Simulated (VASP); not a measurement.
# Zn (Pm-3m) in VASP: a series of runs

Runs on Zn. Level: LDA. Tasks: single point, relaxation of cell and atoms.

Everything below comes from runs of VASP 6.6.1. Logs are shortened: lines on timing, memory, paths and dates and some standing lists are left out, and cuts for length are marked.

## 1. The cell of the first run

The structure is cubic, space group Pm-3m (No. 221). The conventional cell has a = 2.523 Å, b = 2.523 Å, c = 2.523 Å, α = 90.00°, β = 90.00°, γ = 90.00°. Within 3.3 Å of Zn (site symmetry m-3m) lie 6 Zn at 2.52 Å.

## 2. Single point, LDA

The input, INCAR:

```
SYSTEM = Zn
  PREC = Accurate
  ENCUT = 500
  EDIFF = 1E-6
  ISMEAR = -1
  SIGMA = 0.1
  LREAL = .FALSE.
  LASPH = .TRUE.
  NELM = 120
  ALGO = Normal
  ISIF = 2
  LWAVE = .FALSE.
  LCHARG = .TRUE.
  GGA = CA
  LELF = .TRUE.
  LVHAR = .TRUE.
  NBANDS = 12
  GGA_COMPAT = .FALSE.
```

The input, KPOINTS:

```
regular mesh
0
G
  12 12 12
  0 0 0
```

The input, POSCAR:

```
Zn
1.0
    2.5225912199      0.0000000000      0.0000000000
    0.0000000000      2.5225912199      0.0000000000
    0.0000000000      0.0000000000      2.5225912199
Zn
1
Direct
    0.0000000000      0.0000000000      0.0000000000
```

Potentials or basis: VASP PAW LDA potentials, release 64 (Zn).

On the command line:

```
$ cat potpaw_LDA.64/Zn/POTCAR > POTCAR
$ mpirun -np 1 vasp_std > vasp.out
```

OUTCAR:

```text
SYSTEM = Zn
   PREC = Accurate
   ENCUT = 500
   EDIFF = 1E-6
   ISMEAR = -1
   LREAL = .FALSE.
   LASPH = .TRUE.
   NELM = 120
   ISIF = 2
   GGA = CA

 ion  position               nearest neighbor table
   1  0.000  0.000  0.000-

  LATTYP: Found a simple cubic cell.
 ALAT       =     2.5225912199

  Lattice vectors:

 A1 = (   2.5225912199,   0.0000000000,   0.0000000000)
 A2 = (   0.0000000000,   2.5225912199,   0.0000000000)
 A3 = (   0.0000000000,   0.0000000000,   2.5225912199)

Analysis of symmetry for initial positions (statically):
=====================================================================
 Subroutine PRICEL returns:
 Original cell was already a primitive cell.

 Routine SETGRP: Setting up the symmetry group for a
 simple cubic supercell.

 Subroutine GETGRP returns: Found 48 space group operations
 (whereof 48 operations were pure point group operations)
 out of a pool of 48 trial point group operations.

The static configuration has the point symmetry O_h .

Analysis of symmetry for dynamics (positions and initial velocities):
=====================================================================
 Subroutine PRICEL returns:
 Original cell was already a primitive cell.

 Routine SETGRP: Setting up the symmetry group for a
 simple cubic supercell.

 Subroutine GETGRP returns: Found 48 space group operations
 (whereof 48 operations were pure point group operations)
 out of a pool of 48 trial point group operations.

The dynamic configuration has the point symmetry O_h .

 Subroutine INISYM returns: Found 48 space group operations
 (whereof 48 operations are pure point group operations),
 and found     1 'primitive' translations

----------------------------------------------------------------------------------------

                                     Primitive cell

  volume of cell :      16.0524

  direct lattice vectors                    reciprocal lattice vectors
     2.522591220  0.000000000  0.000000000     0.396417776  0.000000000  0.000000000
     0.000000000  2.522591220  0.000000000     0.000000000  0.396417776  0.000000000
     0.000000000  0.000000000  2.522591220     0.000000000  0.000000000  0.396417776

  length of vectors
     2.522591220  2.522591220  2.522591220     0.396417776  0.396417776  0.396417776

  position of ions in fractional coordinates (direct lattice)
     0.000000000  0.000000000  0.000000000

  ion indices of the primitive-cell ions
   primitive index   ion index
                 1           1

----------------------------------------------------------------------------------------

 KPOINTS: regular mesh

Automatic generation of k-mesh.
 Grid dimensions read from file:
 generate k-points for:   12   12   12

 Generating k-lattice:

  Cartesian coordinates                     Fractional coordinates (reciprocal lattice)
     0.033034815  0.000000000  0.000000000     0.083333333  0.000000000  0.000000000
     0.000000000  0.033034815  0.000000000     0.000000000  0.083333333  0.000000000
     0.000000000  0.000000000  0.033034815     0.000000000  0.000000000  0.083333333

  Length of vectors
     0.033034815  0.033034815  0.033034815

  Shift w.r.t. Gamma in fractional coordinates (k-lattice)
     0.000000000  0.000000000  0.000000000

 Subroutine IBZKPT returns following result:
 ===========================================

 Found     84 irreducible k-points:

 Following reciprocal coordinates:
            Coordinates               Weight
  0.000000  0.000000  0.000000      1.000000
  0.083333  0.000000  0.000000      6.000000
  0.166667  0.000000  0.000000      6.000000
  0.250000  0.000000  0.000000      6.000000
  0.333333  0.000000  0.000000      6.000000
  0.416667  0.000000  0.000000      6.000000
[... 16 lines left out ...]
  0.333333  0.333333  0.000000     12.000000
  0.416667  0.333333  0.000000     24.000000
 [... further k-points ...]
   k-points           NKPTS =     84   k-points in BZ     NKDIM =     84   number of bands    NBANDS=     12
   number of dos      NEDOS =    301   number of ions     NIONS =      1
   total plane-waves  NPLWV =   5832
   dimension x,y,z NGX =    18 NGY =   18 NGZ =   18
   dimension x,y,z NGXF=    36 NGYF=   36 NGZF=   36
   ions per type =               1
   NGX,Y,Z   is equivalent  to a cutoff of  11.86, 11.86, 11.86 a.u.
   NGXF,Y,Z  is equivalent  to a cutoff of  23.73, 23.73, 23.73 a.u.
 SYSTEM =  Zn
   PREC   = accura    normal or accurate (medium, high low for compatibility)
   ISTART =      0    job   : 0-new  1-cont  2-samecut
   ICHARG =      2    charge: 1-file 2-atom 10-const
   ISPIN  =      1    spin polarized calculation?
   LNONCOLLINEAR =      F non collinear calculations
   LSORBIT =      F    spin-orbit coupling
   LASPH  =      T    aspherical Exc in radial PAW
   ENCUT  =  500.0 eV  36.75 Ry    6.06 a.u.   4.60  4.60  4.60*2*pi/ulx,y,z
   NELM   =    120;   NELMIN=  2; NELMDL= -5     # of ELM steps
   EDIFF  = 0.1E-05   stopping-criterion for ELM
   LREAL  =      F    real-space projection
   EDIFFG = 0.1E-04   stopping-criterion for IOM
   NSW    =      0    number of steps for IOM
   IBRION =     -1    ionic relax: 0-MD 1-quasi-New 2-CG
   NFREE  =      0    steps in history (QN), initial steepest desc. (CG)
   ISIF   =      2    stress and relaxation
   ISYM   =      2    0-nonsym 1-usesym 2-fastsym
   POTIM  = 0.5000    time-step for ionic-motion
   TEBEG  =    0.0;   TEEND  =   0.0 temperature during run
   PSTRESS=    0.0 pullay stress
   NELECT =      12.0000    total number of electrons
   NUPDOWN=      -1.0000    fix difference up-down
   EMIN   =  10.00;   EMAX   =-10.00  energy-range for DOS
   EFERMI =   0.00;   METHOD = LEGACY
   ISMEAR =    -1;   SIGMA  =   0.10  broadening in eV -4-tet -1-fermi 0-gaus
   EFERMI_NEDOS =   21; number of points for ismear=-14 and -15
   IALGO  =     38    algorithm
   IMIX   =      4    mixing-type and parameters
     AMIX     =   0.40;   BMIX     =  1.00
     AMIX_MAG =   1.60;   BMIX_MAG =  1.00
  volume/ion in A,a.u.               =      16.05       108.33
  Fermi-wavevector in a.u.,A,eV,Ry     =   1.485782  2.807720 30.035508  2.207548
  Thomas-Fermi vector in A             =   2.599150
   LORBIT       =      0    0 simple, 1 ext, 2 COOP (PROOUT), +10 PAW based schemes
   GGA     = CA    functional components
   LHFCALC =     F    Hartree Fock is set to
   AEXX    =    0.0000 exact exchange contribution
   IVDW    =     0    specifies the selected vdW correction
   LEPSILON=     F    determine dielectric tensor
   LRPA    =     F    only Hartree local field effects (RPA)
 non-spin polarized calculation
  energy-cutoff  :      500.00
  volume of cell :       16.05
 maximum number of plane-waves:       437
   NGX =  9   NGY =  9   NGZ =  9

 number of electron      11.9999997 magnetization

 Free energy of the ion-electron system (eV)
  ---------------------------------------------------
  ext. energy  EPLUGINS =         0.00000000
  ---------------------------------------------------
  free energy    TOTEN  =        -1.58547887 eV

  energy without entropy =       -1.57408525  energy(sigma->0) =       -1.57978206

 E-fermi :   2.2775     XC(G=0): -11.5296

 val. band max:        2.1751029956   @ k =   0.5000   0.3333   0.0833
 cond. band min:       2.2983755292   @ k =   0.4167   0.1667   0.0833
 fundamental gap:      0.1232725336
 Fermi energy:         2.2775029886

 k-point     1 :       0.0000    0.0000    0.0000
  band No.  band energies     occupation
      1      -7.5297      2.00000
      2      -6.0735      2.00000
      3      -6.0735      2.00000
      4      -4.6215      2.00000
      5      -4.6215      2.00000
      6      -4.6215      2.00000
      7      15.4951      0.00000
      8      15.4951      0.00000
      9      15.4951      0.00000
     10      18.6346      0.00000
     11      18.6346      0.00000
     12      21.9368      0.00000

 k-point     2 :       0.0833    0.0000    0.0000
  band No.  band energies     occupation
      1      -7.3631      2.00000
      2      -6.0630      2.00000
      3      -6.0211      2.00000
      4      -4.6511      2.00000
      5      -4.6511      2.00000
      6      -4.6190      2.00000
      7      13.2208      0.00000
      8      15.6941      0.00000
      9      15.6941      0.00000
     10      18.7532      0.00000
     11      20.1589      0.00000
     12      23.0504      0.00000

 k-point     3 :       0.1667    0.0000    0.0000
  band No.  band energies     occupation
      1      -6.9018      2.00000
      2      -6.0342      2.00000
      3      -5.8357      2.00000
      4      -4.7311      2.00000
      5      -4.7311      2.00000
      6      -4.6123      2.00000
      7       9.9949      0.00000
      8      16.2793      0.00000
      9      16.2793      0.00000
     10      19.1118      0.00000
     11      21.0031      0.00000
     12      26.4936      0.00000

 k-point     4 :       0.2500    0.0000    0.0000
  band No.  band energies     occupation
      1      -6.3605      2.00000
      2      -5.9947      2.00000
      3      -5.3321      2.00000
      4      -4.8382      2.00000
      5      -4.8382      2.00000
      6      -4.6031      2.00000
      7       6.9062      0.00000
      8      17.2160      0.00000
      9      17.2160      0.00000
     10      19.7199      0.00000
     11      21.5581      0.00000
     12      29.6227      0.00000

 k-point     5 :       0.3333    0.0000    0.0000
  band No.  band energies     occupation
      1      -6.0494      2.00000
      2      -5.9551      2.00000
      3      -4.9429      2.00000
      4      -4.9429      2.00000
      5      -4.5939      2.00000
      6      -4.2436      2.00000
      7       4.0672      0.00000
      8      18.4368      0.00000
      9      18.4368      0.00000
     10      20.5906      0.00000
     11      22.1547      0.00000
     12      27.1709      0.00000

 k-point     6 :       0.4167    0.0000    0.0000
  band No.  band energies     occupation
      1      -5.9259      2.00000
      2      -5.9025      2.00000
      3      -5.0183      2.00000
      4      -5.0183      2.00000
      5      -4.5871      2.00000
      6      -2.6862      2.00000
      7       1.5146      1.99903
      8      19.7695      0.00000
      9      19.7695      0.00000
     10      21.7316      0.00000
     11      22.7200      0.00000
     12      25.0725      0.00000

 k-point     7 :       0.5000    0.0000    0.0000
  band No.  band energies     occupation
      1      -5.9152      2.00000
      2      -5.8560      2.00000
      3      -5.0456      2.00000
      4      -5.0456      2.00000
      5      -4.5847      2.00000
      6      -0.9518      2.00000
      7      -0.5461      2.00000
      8      20.5338      0.00000
      9      20.5338      0.00000
     10      22.8619      0.00000
     11      22.9799      0.00000
     12      23.6217      0.00000

 k-point     8 :       0.0833    0.0833    0.0000
  band No.  band energies     occupation
      1      -7.1966      2.00000
      2      -6.0306      2.00000
      3      -5.9919      2.00000
      4      -4.6798      2.00000
      5      -4.6521      2.00000
      6      -4.6448      2.00000
      7      13.1114      0.00000
      8      13.7221      0.00000
      9      15.8928      0.00000
     10      19.5394      0.00000
     11      21.5503      0.00000
     12      23.6182      0.00000
[... 166 lines left out ...]
 k-point    20 :       0.3333    0.2500    0.0000
  band No.  band energies     occupation
      1      -5.8630      2.00000
      2      -5.5283      2.00000
      3      -5.1884      2.00000
      4      -4.9109      2.00000
      5      -4.7940      2.00000
      6      -2.8801      2.00000
      7       5.3452      0.00000
      8       9.8722      0.00000
      9      17.7104      0.00000
     10      20.1702      0.00000
     11      22.7419      0.00000
     12      29.1805      0.00000

 k-point    21 :       0.4167    0.2500    0.0000
  band No.  band energies     occupation
      1      -5.8135      2.00000
      2      -5.5959      2.00000
      3      -5.0923      2.00000
      4      -4.9821      2.00000
      5      -4.7845      2.00000
      6      -1.3107      2.00000
      7       2.8737      0.00514
      8      11.1757      0.00000
      9      15.4438      0.00000
     10      21.5568      0.00000
     11      23.7265      0.00000
     12      27.0539      0.00000

 k-point    22 :       0.5000    0.2500    0.0000
  band No.  band energies     occupation
      1      -5.7959      2.00000
      2      -5.6214      2.00000
      3      -5.0608      2.00000
      4      -5.0081      2.00000
      5      -4.7808      2.00000
      6       0.4032      2.00000
      7       0.8525      2.00000
      8      12.2290      0.00000
      9      14.0761      0.00000
     10      22.4065      0.00000
     11      24.4057      0.00000
     12      25.9173      0.00000

 k-point    23 :       0.3333    0.3333    0.0000
  band No.  band energies     occupation
      1      -5.8060      2.00000
      2      -5.6859      2.00000
      3      -4.9032      2.00000
      4      -4.9027      2.00000
      5      -4.8830      2.00000
      6      -1.7588      2.00000
      7       5.5116      0.00000
      8       7.9993      0.00000
      9      15.0979      0.00000
     10      21.4207      0.00000
     11      23.6295      0.00000
     12      28.9805      0.00000

 k-point    24 :       0.4167    0.3333    0.0000
  band No.  band energies     occupation
      1      -5.8044      2.00000
      2      -5.7561      2.00000
      3      -4.9640      2.00000
      4      -4.8805      2.00000
      5      -4.7249      2.00000
      6      -0.2521      2.00000
      7       3.7678      0.00000
      8       8.5559      0.00000
      9      12.8543      0.00000
     10      22.8438      0.00000
     11      24.7069      0.00000
     12      27.9148      0.00000

 [... further k-points ...]
[... 5 lines left out ...]
  --------------------------------------------------------------------------------------
  -------------------------------------------------------------------------------------
  Total        0.0616153      0.0616153      0.0616153      0.0000000      0.0000000     -0.0000000
  in kB        6.1497689      6.1497689      6.1497689      0.0000000      0.0000000     -0.0000000
  external PRESSURE =       6.1497689 kB  Pullay stress =       0.0000000 kB

 VOLUME and BASIS-vectors are now :
 -----------------------------------------------------------------------------
  energy-cutoff  :      500.00
  volume of cell :       16.05
      direct lattice vectors                 reciprocal lattice vectors
     2.522591220  0.000000000  0.000000000     0.396417776  0.000000000  0.000000000
     0.000000000  2.522591220  0.000000000     0.000000000  0.396417776  0.000000000
     0.000000000  0.000000000  2.522591220     0.000000000  0.000000000  0.396417776

 POSITION                                       TOTAL-FORCE (eV/Angst)
 -----------------------------------------------------------------------------------
      0.00000      0.00000      0.00000         0.000000      0.000000      0.000000
 -----------------------------------------------------------------------------------
    total drift:                                0.000000      0.000000     -0.000000

  FREE ENERGIE OF THE ION-ELECTRON SYSTEM (eV)
  ---------------------------------------------------
  free  energy   TOTEN  =        -1.5854788682 eV

  energy  without entropy=       -1.5740852549  energy(sigma->0) =       -1.57978206
```

It took 14 s on 1 thread of AMD EPYC 7R43 (Zen 3), shared host; peak memory 0.08 GiB.

Results:

| Quantity | Value |
| --- | --- |
| Free energy | -1.5855 eV |
| Pressure | 0.6 GPa |
| Band gap on the k mesh | zero (band 6 reaches 8.22 eV, above the bottom of band 7 at -0.55 eV) |

[end of part 1 of 2]
